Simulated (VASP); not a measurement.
# YTe2F (P4/mmm) in VASP: single point with PBE

Aim: the single point of YTe2F with PBE.

Program: VASP 6.6.1. These are calculated values, not measurements. Logs are shortened: lines on timing, memory, paths and dates and some standing lists are left out, and cuts for length are marked.

### 1 The cell of the first run

Symmetry: P4/mmm, No. 123, tetragonal system. The conventional cell has a = 6.108 Å, b = 6.108 Å, c = 4.215 Å, α = 90.00°, β = 90.00°, γ = 90.00°. Y (site symmetry 4/mmm) has 2 F at 2.11 Å within 2.8 Å. Te (site symmetry mmm) has 2 Y at 3.05 Å and 4 F at 3.71 Å within 4.0 Å. Within 2.8 Å of F (site symmetry 4/mmm) lie 2 Y at 2.11 Å.

### 2 Single point, PBE

File INCAR:

```
ALGO     = Fast           # electronic algorithm
EDIFF    = 1E-6           # SCF threshold, eV
ENCUT    = 520            # plane-wave cutoff, eV
GGA      = PE             # functional
ISIF     = 2              # what is computed and relaxed
ISMEAR   = 0              # smearing method
LASPH    = True           # aspherical terms in the spheres
LCHARG   = False          # write CHGCAR
LREAL    = False          # projectors in reciprocal space
LWAVE    = False          # write WAVECAR
NBANDS   = 23             # bands
NELM     = 100            # most SCF steps
PREC     = Accurate       # precision mode
SIGMA    = 0.1            # smearing width, eV
```

File KPOINTS:

```
k-points
0
Gamma
  8 8 12
```

File POSCAR:

```
YTe2F
1.0
    6.1081217172      0.0000000000      0.0000000000
    0.0000000000      6.1081217172      0.0000000000
    0.0000000000      0.0000000000      4.2150381482
Y Te F
1 2 1
Direct
    0.0000000000      0.0000000000      0.0000000000
    0.5000000000      0.0000000000      0.0000000000
    0.0000000000      0.5000000000      0.0000000000
    0.0000000000      0.0000000000      0.5000000000
```

Potentials or basis: VASP PAW PBE potentials, release 64 (Y_sv, Te, F).

The run is started by

```sh
$ cat potpaw_PBE.64/Y_sv/POTCAR potpaw_PBE.64/Te/POTCAR potpaw_PBE.64/F/POTCAR > POTCAR
$ mpirun -np 1 vasp_std > vasp.out
```

OUTCAR:

```text
EDIFF = 1E-6
   ENCUT = 520
   GGA = PE
   ISIF = 2
   ISMEAR = 0
   LASPH = True
   LREAL = False
   NELM = 100
   PREC = Accurate

 ion  position               nearest neighbor table
   1  0.000  0.000  0.000-   4 2.11   4 2.11   2 3.05   3 3.05   3 3.05   2 3.05
   2  0.500  0.000  0.000-   1 3.05   1 3.05
   3  0.000  0.500  0.000-   1 3.05   1 3.05
   4  0.000  0.000  0.500-   1 2.11   1 2.11

  LATTYP: Found a simple tetragonal cell.
 ALAT       =     6.1081217172
 C/A-ratio  =     0.6900710797

  Lattice vectors:

 A1 = (   6.1081217172,   0.0000000000,   0.0000000000)
 A2 = (   0.0000000000,   6.1081217172,   0.0000000000)
 A3 = (   0.0000000000,   0.0000000000,   4.2150381482)

Analysis of symmetry for initial positions (statically):
=====================================================================
 Subroutine PRICEL returns:
 Original cell was already a primitive cell.

 Routine SETGRP: Setting up the symmetry group for a
 simple tetragonal supercell.

 Subroutine GETGRP returns: Found 16 space group operations
 (whereof 16 operations were pure point group operations)
 out of a pool of 16 trial point group operations.

The static configuration has the point symmetry D_4h.

Analysis of symmetry for dynamics (positions and initial velocities):
=====================================================================
 Subroutine PRICEL returns:
 Original cell was already a primitive cell.

 Routine SETGRP: Setting up the symmetry group for a
 simple tetragonal supercell.

 Subroutine GETGRP returns: Found 16 space group operations
 (whereof 16 operations were pure point group operations)
 out of a pool of 16 trial point group operations.

The dynamic configuration has the point symmetry D_4h.

 Subroutine INISYM returns: Found 16 space group operations
 (whereof 16 operations are pure point group operations),
 and found     1 'primitive' translations

----------------------------------------------------------------------------------------

                                     Primitive cell

  volume of cell :     157.2595

  direct lattice vectors                    reciprocal lattice vectors
[... 88 lines left out ...]
   LASPH  =      T    aspherical Exc in radial PAW
   ENCUT  =  520.0 eV  38.22 Ry    6.18 a.u.  11.36 11.36  7.84*2*pi/ulx,y,z
   NELM   =    100;   NELMIN=  2; NELMDL= -5     # of ELM steps
   EDIFF  = 0.1E-05   stopping-criterion for ELM
   LREAL  =      F    real-space projection
   EDIFFG = 0.1E-04   stopping-criterion for IOM
   NSW    =      0    number of steps for IOM
   IBRION =     -1    ionic relax: 0-MD 1-quasi-New 2-CG
   NFREE  =      0    steps in history (QN), initial steepest desc. (CG)
   ISIF   =      2    stress and relaxation
   ISYM   =      2    0-nonsym 1-usesym 2-fastsym
   POTIM  = 0.5000    time-step for ionic-motion
   TEBEG  =    0.0;   TEEND  =   0.0 temperature during run
   PSTRESS=    0.0 pullay stress
   NELECT =      30.0000    total number of electrons
   NUPDOWN=      -1.0000    fix difference up-down
   EMIN   =  10.00;   EMAX   =-10.00  energy-range for DOS
   EFERMI =   0.00;   METHOD = LEGACY
   ISMEAR =     0;   SIGMA  =   0.10  broadening in eV -4-tet -1-fermi 0-gaus
   EFERMI_NEDOS =   21; number of points for ismear=-14 and -15
   IALGO  =     68    algorithm
   IMIX   =      4    mixing-type and parameters
     AMIX     =   0.40;   BMIX     =  1.00
     AMIX_MAG =   1.60;   BMIX_MAG =  1.00
  volume/ion in A,a.u.               =      39.31       265.31
  Fermi-wavevector in a.u.,A,eV,Ry     =   0.942417  1.780909 12.084003  0.888149
  Thomas-Fermi vector in A             =   2.070024
   LORBIT       =      0    0 simple, 1 ext, 2 COOP (PROOUT), +10 PAW based schemes
   GGA     = PE    functional components
   LHFCALC =     F    Hartree Fock is set to
   AEXX    =    0.0000 exact exchange contribution
   IVDW    =     0    specifies the selected vdW correction
   LEPSILON=     F    determine dielectric tensor
   LRPA    =     F    only Hartree local field effects (RPA)
 non-spin polarized calculation
 RMM-DIIS sequential band-by-band and
 Gauss-broadening in eV      SIGMA  =   0.10
  energy-cutoff  :      520.00
  volume of cell :      157.26
 maximum number of plane-waves:      4262
 NGX is ok and might be reduce to    48
   NGX = 23   NGY = 23   NGZ = 15

 number of electron      30.0000007 magnetization

 Free energy of the ion-electron system (eV)
  ---------------------------------------------------
  ext. energy  EPLUGINS =         0.00000000
  ---------------------------------------------------
  free energy    TOTEN  =       -20.52675490 eV

  energy without entropy =      -20.50146589  energy(sigma->0) =      -20.51411040

 E-fermi :   0.9116     XC(G=0):  -7.3645

 val. band max:        0.8975021285   @ k =   0.1250   0.0000   0.3333
 cond. band min:       0.9164131202   @ k =   0.0000   0.0000   0.1667
 fundamental gap:      0.0189109917
 Fermi energy:         0.9115606499

 k-point     1 :       0.0000    0.0000    0.0000
  band No.  band energies     occupation
      1     -41.5155      2.00000
      2     -23.2576      2.00000
      3     -21.7535      2.00000
      4     -21.5006      2.00000
      5     -21.5006      2.00000
      6      -9.2415      2.00000
[... 613 lines left out ...]
     22       7.1484      0.00000
     23       8.2037      0.00000

 [... further k-points ...]

------------------------ aborting loop because EDIFF is reached ----------------------------------------

  FORCE on cell =-STRESS in cart. coord.  units (eV):
  Direction    XX          YY          ZZ          XY          YZ          ZX
  --------------------------------------------------------------------------------------
  -------------------------------------------------------------------------------------
  Total       -0.0764929     -0.0764929      0.0514373      0.0000000     -0.0000000      0.0000000
  in kB       -0.7793179     -0.7793179      0.5240493      0.0000000     -0.0000000      0.0000000
  external PRESSURE =      -0.3448622 kB  Pullay stress =       0.0000000 kB

 VOLUME and BASIS-vectors are now :
 -----------------------------------------------------------------------------
  energy-cutoff  :      520.00
  volume of cell :      157.26
      direct lattice vectors                 reciprocal lattice vectors
     6.108121717  0.000000000  0.000000000     0.163716449  0.000000000  0.000000000
     0.000000000  6.108121717  0.000000000     0.000000000  0.163716449  0.000000000
     0.000000000  0.000000000  4.215038148     0.000000000  0.000000000  0.237245777

 POSITION                                       TOTAL-FORCE (eV/Angst)
 -----------------------------------------------------------------------------------
      0.00000      0.00000      0.00000         0.000000      0.000000      0.000000
      3.05406      0.00000      0.00000         0.000000      0.000000      0.000000
      0.00000      3.05406      0.00000         0.000000      0.000000      0.000000
      0.00000      0.00000      2.10752         0.000000      0.000000      0.000000
 -----------------------------------------------------------------------------------
    total drift:                                0.000000     -0.000000      0.000000

  FREE ENERGIE OF THE ION-ELECTRON SYSTEM (eV)
  ---------------------------------------------------
  free  energy   TOTEN  =       -20.5267549014 eV

  energy  without entropy=      -20.5014658918  energy(sigma->0) =      -20.51411040
```

OSZICAR:

```text
N       E                     dE             d eps       ncg     rms          rms(c)
DAV:   1     0.181637671392E+03    0.18164E+03   -0.12692E+04  4838   0.110E+03
DAV:   2    -0.649253820744E+01   -0.18813E+03   -0.18122E+03  6526   0.234E+02
[... 12 lines left out ...]
RMM:  15    -0.205293399395E+02   -0.12462E-02   -0.24645E-02  9198   0.869E-01    0.923E-01
RMM:  16    -0.205267541668E+02    0.25858E-02   -0.57563E-03  7891   0.467E-01    0.201E-01
RMM:  17    -0.205267466969E+02    0.74699E-05   -0.34359E-04  6889   0.966E-02    0.398E-02
RMM:  18    -0.205267520077E+02   -0.53108E-05   -0.52262E-05  7389   0.402E-02    0.123E-02
RMM:  19    -0.205267544366E+02   -0.24290E-05   -0.11063E-05  6849   0.164E-02    0.132E-02
RMM:  20    -0.205267556975E+02   -0.12609E-05   -0.34682E-06  4984   0.830E-03    0.153E-02
RMM:  21    -0.205267549014E+02    0.79612E-06   -0.31038E-06  5182   0.875E-03
   1 F= -.20526755E+02 E0= -.20514110E+02  d E =-.252890E-01
```

It took 8.7 min on 1 thread of Intel Xeon Platinum 8488C (Sapphire Rapids), shared host; peak memory 0.57 GiB.

What came out:

```yaml
Free_energy: -20.5268 eV
Pressure: 0.0 GPa
Band_gap_on_the_k_mesh: zero (bands 15 and 16 overlap by 0.91 eV)
```

Stress tensor (GPa, compression positive):
```
-0.08  0.00  0.00
 0.00 -0.08  0.00
 0.00  0.00  0.05
```

Levels at points of the mesh, in eV from the Fermi level:
```csv
k point,band 13,band 14,band 15,band 16,band 17,band 18
"(0.00, 0.00, 0.00)",-0.05,-0.05,0.29,0.76,2.01,3.08
"(0.50, 0.00, 0.00)",-1.07,-0.84,0.18,0.52,3.10,3.38
"(0.50, 0.50, 0.00)",-1.89,0.19,0.19,0.50,3.83,4.07
"(0.00, 0.00, 0.50)",-1.38,-1.12,0.20,0.20,2.27,3.47
"(0.50, 0.00, 0.50)",-1.38,-1.02,-0.73,-0.46,3.55,3.61
"(0.50, 0.50, 0.50)",-1.67,-1.35,-1.35,0.75,4.00,4.42
```

Caveat: spin-orbit coupling is left out, which moves the levels of the heavy elements.
